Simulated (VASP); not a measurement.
# ScB4 (P6/mmm) in VASP: further runs

Runs on ScB4. Level: PBE. Tasks: single point.

Everything below comes from runs of VASP 6.6.1. Logs are shortened: lines on timing, memory, paths and dates and some standing lists are left out, and cuts for length are marked.

**1. The cell of the first run**

Symmetry: P6/mmm, No. 191, hexagonal system. The conventional cell has a = 4.757 Å, b = 4.757 Å, c = 4.759 Å, α = 90.00°, β = 90.00°, γ = 120.00°. Sc (site symmetry -6m2) has 18 B at 2.48 to 3.17 Å and 3 Sc at 2.75 Å within 3.3 Å. B (site symmetry mm2) has 3 B at 1.21 to 1.35 Å within 1.6 Å. Within 2.1 Å of B (site symmetry 6mm) lie 1 B at 1.61 Å.

The cell was generated, and may not be a known phase.

**2. Single point, PBE**

Input file INCAR:

```
PREC = Accurate
ENCUT = 520
EDIFF = 1E-6
ISMEAR = 0
SIGMA = 0.1
LREAL = False
LASPH = True
NELM = 100
ALGO = Fast
ISIF = 2
LWAVE = False
LCHARG = False
GGA = PE
NBANDS = 34
```

Input file KPOINTS:

```
Automatic mesh
0
Gamma
  6 6 4
```

Input file POSCAR:

```
ScB4
1.0
    4.7571923300      0.0000000000      0.0000000000
   -2.3785961700      4.1198494100      0.0000000000
    0.0000000000      0.0000000000      4.7585739200
Sc B
2 8
Direct
    0.3333333300      0.6666666700      0.0000000000
    0.6666666700      0.3333333300      0.0000000000
    0.4181242300      0.8362484600      0.5000000000
    0.1637515400      0.5818757700      0.5000000000
    0.4181242300      0.5818757700      0.5000000000
    0.5818757700      0.1637515400      0.5000000000
    0.8362484600      0.4181242300      0.5000000000
    0.5818757700      0.4181242300      0.5000000000
    0.0000000000      0.0000000000      0.3312837200
    0.0000000000      0.0000000000      0.6687162800
```

Potentials or basis: VASP PAW PBE potentials, release 64 (Sc_sv, B).

On the command line:

```
$ cat potpaw_PBE.64/Sc_sv/POTCAR potpaw_PBE.64/B/POTCAR > POTCAR
$ mpirun -np 1 vasp_std > vasp.out
```

OUTCAR:

```text
PREC = Accurate
   ENCUT = 520
   EDIFF = 1E-6
   ISMEAR = 0
   LREAL = False
   LASPH = True
   NELM = 100
   ISIF = 2
   GGA = PE

 ion  position               nearest neighbor table
   1  0.333  0.667  0.000-   4 2.48   4 2.48   3 2.48   3 2.48   5 2.48   5 2.48   2 2.75   2 2.75
                             2 2.75
   2  0.667  0.333  0.000-   7 2.48   7 2.48   6 2.48   6 2.48   8 2.48   8 2.48   1 2.75   1 2.75
                             1 2.75
   3  0.418  0.836  0.500-   4 1.21   5 1.21   6 1.35   1 2.48   1 2.48
   4  0.164  0.582  0.500-   3 1.21   5 1.21   7 1.35   1 2.48   1 2.48
   5  0.418  0.582  0.500-   4 1.21   3 1.21   8 1.35   1 2.48   1 2.48
   6  0.582  0.164  0.500-   7 1.21   8 1.21   3 1.35   2 2.48   2 2.48
   7  0.836  0.418  0.500-   6 1.21   8 1.21   4 1.35   2 2.48   2 2.48
   8  0.582  0.418  0.500-   7 1.21   6 1.21   5 1.35   2 2.48   2 2.48
   9  0.000  0.000  0.331-  10 1.61
  10  0.000  0.000  0.669-   9 1.61

  LATTYP: Found a hexagonal cell.
 ALAT       =     4.7571923300
 C/A-ratio  =     1.0002904213

  Lattice vectors:

 A1 = (   4.7571923300,   0.0000000000,   0.0000000000)
 A2 = (  -2.3785961700,   4.1198494100,   0.0000000000)
 A3 = (   0.0000000000,   0.0000000000,   4.7585739200)

Analysis of symmetry for initial positions (statically):
=====================================================================
 Subroutine PRICEL returns:
 Original cell was already a primitive cell.

 Routine SETGRP: Setting up the symmetry group for a
 hexagonal supercell.

 Subroutine GETGRP returns: Found 24 space group operations
 (whereof 24 operations were pure point group operations)
 out of a pool of 24 trial point group operations.

The static configuration has the point symmetry D_6h.

Analysis of symmetry for dynamics (positions and initial velocities):
=====================================================================
 Subroutine PRICEL returns:
 Original cell was already a primitive cell.

 Routine SETGRP: Setting up the symmetry group for a
 hexagonal supercell.

 Subroutine GETGRP returns: Found 24 space group operations
 (whereof 24 operations were pure point group operations)
 out of a pool of 24 trial point group operations.

The dynamic configuration has the point symmetry D_6h.

 Subroutine INISYM returns: Found 24 space group operations
[... 115 lines left out ...]
   ISIF   =      2    stress and relaxation
   ISYM   =      2    0-nonsym 1-usesym 2-fastsym
   POTIM  = 0.5000    time-step for ionic-motion
   TEBEG  =    0.0;   TEEND  =   0.0 temperature during run
   PSTRESS=    0.0 pullay stress
   NELECT =      46.0000    total number of electrons
   NUPDOWN=      -1.0000    fix difference up-down
   EMIN   =  10.00;   EMAX   =-10.00  energy-range for DOS
   EFERMI =   0.00;   METHOD = LEGACY
   ISMEAR =     0;   SIGMA  =   0.10  broadening in eV -4-tet -1-fermi 0-gaus
   EFERMI_NEDOS =   21; number of points for ismear=-14 and -15
   IALGO  =     68    algorithm
   IMIX   =      4    mixing-type and parameters
     AMIX     =   0.40;   BMIX     =  1.00
     AMIX_MAG =   1.60;   BMIX_MAG =  1.00
  volume/ion in A,a.u.               =       9.33        62.94
  Fermi-wavevector in a.u.,A,eV,Ry     =   1.293474  2.444312 22.763579  1.673076
  Thomas-Fermi vector in A             =   2.425118
   LORBIT       =      0    0 simple, 1 ext, 2 COOP (PROOUT), +10 PAW based schemes
   GGA     = PE    functional components
   LHFCALC =     F    Hartree Fock is set to
   AEXX    =    0.0000 exact exchange contribution
   IVDW    =     0    specifies the selected vdW correction
   LEPSILON=     F    determine dielectric tensor
   LRPA    =     F    only Hartree local field effects (RPA)
 non-spin polarized calculation
 RMM-DIIS sequential band-by-band and
 Gauss-broadening in eV      SIGMA  =   0.10
  energy-cutoff  :      520.00
  volume of cell :       93.26
 maximum number of plane-waves:      2532
 NGX is ok and might be reduce to    36
   NGX = 17   NGY = 17   NGZ = 17

 number of electron      46.0000002 magnetization

 Free energy of the ion-electron system (eV)
  ---------------------------------------------------
  ext. energy  EPLUGINS =         0.00000000
  ---------------------------------------------------
  free energy    TOTEN  =       -33.29073992 eV

  energy without entropy =      -33.25338518  energy(sigma->0) =      -33.27206255

 E-fermi :   5.8170     XC(G=0): -11.3135

 val. band max:        5.8169532957   @ k =   0.1667  -0.0000   0.2500
 cond. band min:       5.8202351752   @ k =   0.3333   0.1667   0.5000
 fundamental gap:      0.0032818795
 Fermi energy:         5.8169913644

 k-point     1 :       0.0000    0.0000    0.0000
  band No.  band energies     occupation
      1     -43.6391      2.00000
      2     -43.4252      2.00000
      3     -22.6118      2.00000
      4     -22.6118      2.00000
      5     -22.2762      2.00000
      6     -22.0731      2.00000
[... 766 lines left out ...]
     33       8.7067      0.00000
     34      13.1641      0.00000

------------------------ aborting loop because EDIFF is reached ----------------------------------------

  FORCE on cell =-STRESS in cart. coord.  units (eV):
  Direction    XX          YY          ZZ          XY          YZ          ZX
  --------------------------------------------------------------------------------------
  -------------------------------------------------------------------------------------
  Total       96.4104958     96.4104959     -0.2857013     -0.0000001      0.0000000      0.0000000
  in kB     1656.2505173   1656.2505185     -4.9081054     -0.0000020      0.0000000      0.0000000
  external PRESSURE =    1102.5309768 kB  Pullay stress =       0.0000000 kB

 VOLUME and BASIS-vectors are now :
 -----------------------------------------------------------------------------
  energy-cutoff  :      520.00
  volume of cell :       93.26
      direct lattice vectors                 reciprocal lattice vectors
     4.757192330  0.000000000  0.000000000     0.210208024  0.121363660  0.000000000
    -2.378596170  4.119849410  0.000000000     0.000000000  0.242727319  0.000000000
     0.000000000  0.000000000  4.758573920     0.000000000  0.000000000  0.210146993

 POSITION                                       TOTAL-FORCE (eV/Angst)
 -----------------------------------------------------------------------------------
     -0.00000      2.74657      0.00000        -0.000000      0.000000     -0.000000
      2.37860      1.37328      0.00000        -0.000000      0.000000     -0.000000
     -0.00000      3.44522      2.37929        -0.000000     25.282409     -0.000000
     -0.60505      2.39724      2.37929       -21.895209    -12.641205     -0.000000
      0.60505      2.39724      2.37929        21.895209    -12.641205     -0.000000
      2.37860      0.67463      2.37929         0.000000    -25.282409     -0.000000
      2.98365      1.72261      2.37929        21.895209     12.641205     -0.000000
      1.77355      1.72261      2.37929       -21.895209     12.641205     -0.000000
      0.00000      0.00000      1.57644        -0.000000      0.000000     -3.481042
      0.00000      0.00000      3.18214        -0.000000      0.000000      3.481042
 -----------------------------------------------------------------------------------
    total drift:                                0.000000     -0.000000      0.000000

  FREE ENERGIE OF THE ION-ELECTRON SYSTEM (eV)
  ---------------------------------------------------
  free  energy   TOTEN  =       -33.2907399175 eV

  energy  without entropy=      -33.2533851803  energy(sigma->0) =      -33.27206255
```

stdout:

```text
POSCAR found type information on POSCAR ScB
 POSCAR found :  2 types and      10 ions
 scaLAPACK will be used
 LDA part: xc-table for (Slater+PW92), standard interpolation
 POSCAR, INCAR and KPOINTS ok, starting setup
 FFT: planning ... GRIDC
 FFT: planning ... GRID_SOFT
 FFT: planning ... GRID
 WAVECAR not read
 entering main loop
```

It took 2.1 min on 1 thread of Oxide Virtual Turin-like, shared host; peak memory 0.2 GiB.

Results:

```yaml
Free_energy: -33.2907 eV
Pressure: 110.3 GPa
Largest_force: 25.282 eV/Å
Band_gap_on_the_k_mesh: zero (bands 23 and 24 overlap by 0.97 eV)
```

Forces in eV/Å, atoms in the order of the input:
```
Sc    0.000   0.000   0.000
Sc    0.000   0.000   0.000
B     0.000  25.282   0.000
B   -21.895 -12.641   0.000
B    21.895 -12.641   0.000
B     0.000 -25.282   0.000
B    21.895  12.641   0.000
B   -21.895  12.641   0.000
B     0.000   0.000  -3.481
B     0.000   0.000   3.481
```

Caveat: the stress differs along the axes, from -0 to 166 GPa; forces of over 1 eV/Å act on the atoms, so gaps and moduli don't describe the material at rest.

**3. Single point, PBE**

This run uses another cell than the first one, of 13.43 Å³/atom.

Input file INCAR:

```
SYSTEM = ScB4
PREC     = Accurate       ! precision mode
ENCUT    = 520            ! plane-wave cutoff, eV
EDIFF    = 1E-7           ! SCF threshold, eV
ISMEAR   = 0              ! smearing method
SIGMA    = 0.1            ! smearing width, eV
LREAL    = .False.        ! projectors in reciprocal space
LASPH    = .True.         ! aspherical terms in the spheres
NELM     = 60             ! most SCF steps
ALGO     = Fast           ! electronic algorithm
ISIF     = 2              ! what is computed and relaxed
LWAVE    = .False.        ! write WAVECAR
LCHARG   = .True.         ! write CHGCAR
GGA      = PE             ! functional
LELF     = .True.         ! ELF
LVHAR    = .True.       
NBANDS   = 34             ! bands
```

Input file KPOINTS:

```
Automatic mesh
0
Gamma
  6 6 4
  0 0 0
```

Input file POSCAR:

```
ScB4
1.0
    6.0663799675      0.0000000037      0.0000000000
   -3.0331899870      5.2536391591      0.0000000000
    0.0000000000      0.0000000000      4.2129580709
Sc B
2 8
Direct
    0.3333333333      0.6666666667      0.0000000000
    0.6666666667      0.3333333333      0.0000000000
    0.4255992635      0.8511985270      0.5000000000
    0.1488014730      0.5744007365      0.5000000000
    0.4255992635      0.5744007365      0.5000000000
    0.5744007365      0.1488014730      0.5000000000
    0.8511985270      0.4255992635      0.5000000000
    0.5744007365      0.4255992635      0.5000000000
    0.0000000000      0.0000000000      0.2048302800
    0.0000000000      0.0000000000      0.7951697200
```

Potentials or basis: VASP PAW PBE potentials, release 64 (Sc_sv, B).

On the command line:

```
$ cat potpaw_PBE.64/Sc_sv/POTCAR potpaw_PBE.64/B/POTCAR > POTCAR
$ mpirun -np 1 vasp_std > vasp.out
```

Wall time 3.6 min (1 thread of Oxide Virtual Turin-like, shared host); peak memory 0.26 GiB.

The run converged. Its results:

| Quantity | Value |
| --- | --- |
| Free energy | -57.2579 eV |
| Pressure | 0.1 GPa |
| Largest force | 0.025 eV/Å |
| Band gap on the k mesh | zero (bands 23 and 24 overlap by 1.06 eV) |

Forces in eV/Å, atoms in the order of the input:
```
Sc   0.000  0.000  0.000
Sc   0.000  0.000  0.000
B    0.000  0.025  0.000
B   -0.022 -0.013  0.000
B    0.022 -0.013  0.000
B    0.000 -0.025  0.000
B    0.022  0.013  0.000
B   -0.022  0.013  0.000
B    0.000  0.000 -0.001
B    0.000  0.000  0.001
```

Stress tensor (GPa, compression positive):
```
0.00 0.00 0.00
0.00 0.00 0.00
0.00 0.00 0.30
```

Levels at points of the mesh, in eV from the Fermi level:
```tsv
k point	band 21	band 22	band 23	band 24	band 25	band 26
(0.00, 0.00, 0.00)	0.35	0.35	0.48	0.77	0.83	0.83
(0.50, 0.00, 0.00)	-0.89	-0.63	0.04	0.34	0.74	1.10
(0.00, 0.00, 0.50)	-0.89	-0.66	-0.66	0.65	0.65	0.79
(0.50, 0.00, 0.50)	-1.31	-0.72	-0.50	0.00	0.26	1.89
```

Caveat: the k points lie up to 0.37 Å⁻¹ apart, too coarse for converged energies and pressures of a metal.

The gap in the log of VASP goes by the Fermi energy; the results here count the filled bands.